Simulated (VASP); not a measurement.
As, 2 atoms in the cell. It takes space group R-3m (No. 166, trigonal). The conventional cell has a = 3.685 Å, b = 3.685 Å, c = 10.327 Å, α = 90.00°, β = 90.00°, γ = 120.00°. Within 3.2 Å of As (site symmetry 3m) lie 6 As at 2.46 to 3.07 Å. 

| Quantity | Value |
| --- | --- |
| Program | VASP 6.6.1 |
| Task | single point |
| Functional | r2SCAN |
| Potentials or basis | VASP PAW PBE potentials, release 64 (As) |
| Cutoff | 520 eV |
| k mesh | 9 × 9 × 9 |
| Occupations | fermi-dirac, width 0.05 eV |
| Spin | no spin polarisation |
| Dipole correction | no |
| Further INCAR settings | ALGO = Normal; EDIFF = 1e-06; NBANDS = 12 |

Potentials or basis: VASP PAW PBE potentials, release 64 (As).

Run with:

```console
$ cat potpaw_PBE.64/As/POTCAR > POTCAR
$ cp INCAR.step1 INCAR
$ mpirun -np 1 vasp_std > vasp.out
$ cp INCAR.step2 INCAR
$ mpirun -np 1 vasp_std > vasp.out
```

Hardware: 1 thread of AMD EPYC 9R45 96-Core Processor (Zen 5), on a shared host.

Task: How long does it take, and how much memory?

Result: Wall time 96 s on 1 thread of AMD EPYC 9R45 96-Core Processor (Zen 5) (shared host), peak memory 0.15 GiB. Counts: k points 85.
